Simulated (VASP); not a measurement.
# TiO2 (Pbcn) in VASP: further runs, part 2 of 2

VASP 6.6.1. Earlier steps stand in the parts before.

## (3) Electric field gradients, r2SCAN

Input file POSCAR:

```
TiO2
1.0
    4.5150000000      0.0000000000      0.0000000000
    0.0000000000      5.4970000000      0.0000000000
    0.0000000000      0.0000000000      4.9390000000
Ti O
4 8
Direct
    0.0000000000      0.1745255531      0.2500000000
    0.5000000000      0.3254744469      0.7500000000
    0.0000000000      0.8254744469      0.7500000000
    0.5000000000      0.6745255531      0.2500000000
    0.2703968752      0.3819143471      0.4196924314
    0.2296031248      0.1180856529      0.9196924314
    0.7703968752      0.1180856529      0.5803075686
    0.7296031248      0.3819143471      0.0803075686
    0.7296031248      0.6180856529      0.5803075686
    0.7703968752      0.8819143471      0.0803075686
    0.2296031248      0.8819143471      0.4196924314
    0.2703968752      0.6180856529      0.9196924314
```

Input file INCAR.step1:

```
SYSTEM = TiO2
PREC = Accurate
ENCUT = 520
ISMEAR = -1
SIGMA = 0.02
LREAL = .False.
LASPH = .True.
NELM = 100
NBANDS = 60
GGA = PE
ALGO = Normal
EDIFF = 1E-4
LWAVE = .True.
LCHARG = .False.
```

Input file INCAR.step2:

```
SYSTEM = TiO2
PREC = Accurate
ENCUT = 520
EDIFF = 1E-8
ISMEAR = -1
SIGMA = 0.02
LREAL = .False.
LASPH = .True.
NELM = 100
ALGO = Normal
ISIF = 2
LWAVE = .False.
LCHARG = .False.
METAGGA = R2SCAN
LMIXTAU = .True.
LEFG = .True.
NBANDS = 60
ISTART = 1
```

Input file KPOINTS:

```
regular mesh
0
Gamma
  5 5 5
  0 0 0
```

Potentials or basis: VASP PAW PBE potentials, release 64 (Ti_sv, O).

Run with:

```sh
cat potpaw_PBE.64/Ti_sv/POTCAR potpaw_PBE.64/O/POTCAR > POTCAR
cp INCAR.step1 INCAR
mpirun -np 1 vasp_std > vasp.out
cp INCAR.step2 INCAR
mpirun -np 1 vasp_std > vasp.out
```

OUTCAR:

```text
SYSTEM = TiO2
   PREC = Accurate
   ENCUT = 520
   EDIFF = 1E-8
   ISMEAR = -1
   LREAL = .False.
   LASPH = .True.
   NELM = 100
   ISIF = 2
   METAGGA = R2SCAN
   ISTART = 1

 ion  position               nearest neighbor table
   1  0.000  0.175  0.250-   5 1.87   8 1.87   7 1.96   6 1.96  10 2.09  11 2.09
   2  0.500  0.325  0.750-   6 1.87   7 1.87   5 1.96   8 1.96   9 2.09  12 2.09
   3  0.000  0.825  0.750-   9 1.87  12 1.87  11 1.96  10 1.96   6 2.09   7 2.09
   4  0.500  0.675  0.250-  10 1.87  11 1.87   9 1.96  12 1.96   5 2.09   8 2.09
   5  0.270  0.382  0.420-   1 1.87   2 1.96   4 2.09
   6  0.230  0.118  0.920-   2 1.87   1 1.96   3 2.09
   7  0.770  0.118  0.580-   2 1.87   1 1.96   3 2.09
   8  0.730  0.382  0.080-   1 1.87   2 1.96   4 2.09
   9  0.730  0.618  0.580-   3 1.87   4 1.96   2 2.09
  10  0.770  0.882  0.080-   4 1.87   3 1.96   1 2.09
  11  0.230  0.882  0.420-   4 1.87   3 1.96   1 2.09
  12  0.270  0.618  0.920-   3 1.87   4 1.96   2 2.09

  LATTYP: Found a simple orthorhombic cell.
 ALAT       =     4.5150000000
 B/A-ratio  =     1.0939091916
 C/A-ratio  =     1.2174972315

  Lattice vectors:

 A1 = (  -4.5150000000,   0.0000000000,   0.0000000000)
 A2 = (   0.0000000000,   0.0000000000,   4.9390000000)
 A3 = (   0.0000000000,   5.4970000000,   0.0000000000)

Analysis of symmetry for initial positions (statically):
=====================================================================
 Subroutine PRICEL returns:
 Original cell was already a primitive cell.

 Routine SETGRP: Setting up the symmetry group for a
 simple orthorhombic supercell.

 Subroutine GETGRP returns: Found  8 space group operations
 (whereof  2 operations were pure point group operations)
 out of a pool of  8 trial point group operations.

The static configuration has the point symmetry S_2 .
 The point group associated with its full space group is D_2h.

Analysis of symmetry for dynamics (positions and initial velocities):
=====================================================================
 Subroutine PRICEL returns:
 Original cell was already a primitive cell.

 Routine SETGRP: Setting up the symmetry group for a
 simple orthorhombic supercell.

 Subroutine GETGRP returns: Found  8 space group operations
 (whereof  2 operations were pure point group operations)
 out of a pool of  8 trial point group operations.

The dynamic configuration has the point symmetry S_2 .
 The point group associated with its full space group is D_2h.

 Subroutine INISYM returns: Found  8 space group operations
 (whereof  2 operations are pure point group operations),
 and found     1 'primitive' translations

----------------------------------------------------------------------------------------

                                     Primitive cell

  volume of cell :     122.5808

  direct lattice vectors                    reciprocal lattice vectors
[... 152 lines left out ...]

  energy without entropy =     -139.62080264  energy(sigma->0) =     -139.62080264

 E-fermi :   4.7834     XC(G=0): -12.2961

 val. band max:        4.3813148584   @ k =   0.0000   0.0000   0.0000
 cond. band min:       7.4262969920   @ k =   0.0000   0.0000   0.4000
 fundamental gap:      3.0449821336
 Fermi energy:         4.7833745108

 k-point     1 :       0.0000    0.0000    0.0000
  band No.  band energies     occupation
      1     -54.2526      2.00000
      2     -54.2288      2.00000
      3     -54.2230      2.00000
      4     -54.2174      2.00000
      5     -29.6519      2.00000
      6     -29.5702      2.00000
[... 1501 lines left out ...]
     59       8.9505      0.00000
     60       8.9959      0.00000

 [... further k-points ...]
[... 5 lines left out ...]
  --------------------------------------------------------------------------------------
  -------------------------------------------------------------------------------------
  Total        1.8528892      1.4190422     -0.6208437      0.0000000      0.0000000      0.0000000
  in kB       24.2179574     18.5474148     -8.1146596      0.0000000      0.0000000      0.0000000
  external PRESSURE =      11.5502375 kB  Pullay stress =       0.0000000 kB

 VOLUME and BASIS-vectors are now :
 -----------------------------------------------------------------------------
  energy-cutoff  :      520.00
  volume of cell :      122.58
      direct lattice vectors                 reciprocal lattice vectors
     4.515000000  0.000000000  0.000000000     0.221483942  0.000000000  0.000000000
     0.000000000  5.497000000  0.000000000     0.000000000  0.181917409  0.000000000
     0.000000000  0.000000000  4.939000000     0.000000000  0.000000000  0.202470136

 POSITION                                       TOTAL-FORCE (eV/Angst)
 -----------------------------------------------------------------------------------
      0.00000      0.95937      1.23475        -0.000000     -0.128647      0.000000
      2.25750      1.78913      3.70425        -0.000000      0.128647      0.000000
      0.00000      4.53763      3.70425        -0.000000      0.128647     -0.000000
      2.25750      3.70787      1.23475        -0.000000     -0.128647     -0.000000
      1.22084      2.09938      2.07286         0.055627      0.047149      0.008040
      1.03666      0.64912      4.54236        -0.055627     -0.047149      0.008040
      3.47834      0.64912      2.86614         0.055627     -0.047149     -0.008040
      3.29416      2.09938      0.39664        -0.055627      0.047149     -0.008040
      3.29416      3.39762      2.86614        -0.055627     -0.047149     -0.008040
      3.47834      4.84788      0.39664         0.055627      0.047149     -0.008040
      1.03666      4.84788      2.07286        -0.055627      0.047149      0.008040
      1.22084      3.39762      4.54236         0.055627     -0.047149      0.008040
 -----------------------------------------------------------------------------------
    total drift:                                0.000000      0.000000     -0.000000

  FREE ENERGIE OF THE ION-ELECTRON SYSTEM (eV)
  ---------------------------------------------------
  free  energy   TOTEN  =      -139.6208026384 eV

  energy  without entropy=     -139.6208026384  energy(sigma->0) =     -139.62080264

 Electric field gradients (V/A^2)
---------------------------------------------------------------------
 ion       V_xx      V_yy      V_zz      V_xy      V_xz      V_yz
---------------------------------------------------------------------
   1     -12.791    25.457   -12.667     0.000    -8.376    -0.000
   2     -12.791    25.457   -12.667    -0.000     8.376    -0.000
   3     -12.791    25.457   -12.667    -0.000    -8.376    -0.000
   4     -12.791    25.457   -12.667    -0.000     8.376    -0.000
   5      -6.076    -0.153     6.229    22.614     9.663    -3.796
   6      -6.076    -0.153     6.229    22.614    -9.663     3.796
   7      -6.076    -0.153     6.229   -22.614    -9.663    -3.796
   8      -6.076    -0.153     6.229   -22.614     9.663     3.796
   9      -6.076    -0.153     6.229    22.614     9.663    -3.796
  10      -6.076    -0.153     6.229    22.614    -9.663     3.796
  11      -6.076    -0.153     6.229   -22.614    -9.663    -3.796
  12      -6.076    -0.153     6.229   -22.614     9.663     3.796
---------------------------------------------------------------------

 Electric field gradients after diagonalization (V/A^2)
 (convention: |V_zz| > |V_xx| > |V_yy|)
----------------------------------------------------------------------
 ion       V_xx      V_yy      V_zz     asymmetry (V_yy - V_xx)/ V_zz
----------------------------------------------------------------------
   1     -21.105    -4.353    25.457       0.658
   2     -21.105    -4.353    25.457       0.658
   3     -21.105    -4.353    25.457       0.658
   4     -21.105    -4.353    25.457       0.658
   5      20.691     7.984   -28.675       0.443
   6      20.691     7.984   -28.675       0.443
   7      20.691     7.984   -28.675       0.443
   8      20.691     7.984   -28.675       0.443
   9      20.691     7.984   -28.675       0.443
  10      20.691     7.984   -28.675       0.443
  11      20.691     7.984   -28.675       0.443
  12      20.691     7.984   -28.675       0.443
----------------------------------------------------------------------

           NMR quadrupolar parameters

 Cq : quadrupolar parameter    Cq=e*Q*V_zz/h
 eta: asymmetry parameters     (V_yy - V_xx)/ V_zz
 Q  : nuclear electric quadrupole moment in mb (millibarn)
----------------------------------------------------------------------
 ion       Cq(MHz)       eta       Q (mb)
----------------------------------------------------------------------
   1       0.062       0.658       1.000
   2       0.062       0.658       1.000
   3       0.062       0.658       1.000
   4       0.062       0.658       1.000
   5      -0.069       0.443       1.000
   6      -0.069       0.443       1.000
   7      -0.069       0.443       1.000
   8      -0.069       0.443       1.000
   9      -0.069       0.443       1.000
  10      -0.069       0.443       1.000
  11      -0.069       0.443       1.000
  12      -0.069       0.443       1.000
----------------------------------------------------------------------
```

Wall time 15 min (1 thread of Intel Xeon Platinum 8259CL at 2.50GHz (Skylake/Cascade Lake), shared host); peak memory 0.33 GiB.

Results:

| Property | Result |
| --- | --- |
| Free energy | -139.6208 eV |
| Pressure | 1.2 GPa |
| Largest force | 0.129 eV/Å |
| Band gap on the k mesh | 3.04 eV, indirect (the least direct gap lies 0.8 meV higher) |

Forces on the atoms (eV/Å):
```
Ti   0.000 -0.129  0.000
Ti   0.000  0.129  0.000
Ti   0.000  0.129  0.000
Ti   0.000 -0.129  0.000
O    0.056  0.047  0.008
O   -0.056 -0.047  0.008
O    0.056 -0.047 -0.008
O   -0.056  0.047 -0.008
O   -0.056 -0.047 -0.008
O    0.056  0.047 -0.008
O   -0.056  0.047  0.008
O    0.056 -0.047  0.008
```

Stress tensor (GPa, compression positive):
```
 2.42  0.00  0.00
 0.00  1.85  0.00
 0.00  0.00 -0.81
```

Electric field gradients, principal values (V/Å²):
| atom | least | middle | greatest (by size) |
| --- | --- | --- | --- |
| 1 Ti | -4.353 | -21.105 | 25.457 |
| 2 Ti | -4.353 | -21.105 | 25.457 |
| 3 Ti | -4.353 | -21.105 | 25.457 |
| 4 Ti | -4.353 | -21.105 | 25.457 |
| 5 O | 7.984 | 20.691 | -28.675 |
| 6 O | 7.984 | 20.691 | -28.675 |
| 7 O | 7.984 | 20.691 | -28.675 |
| 8 O | 7.984 | 20.691 | -28.675 |
| 9 O | 7.984 | 20.691 | -28.675 |
| 10 O | 7.984 | 20.691 | -28.675 |
| 11 O | 7.984 | 20.691 | -28.675 |
| 12 O | 7.984 | 20.691 | -28.675 |

Caveat: without QUAD_EFG the Cq values of the log hold for a quadrupole moment of 1 mb, not for the nuclei; the PAW data sets were made with another functional, which shifts forces and pressure a little. A k mesh can miss the band edges.
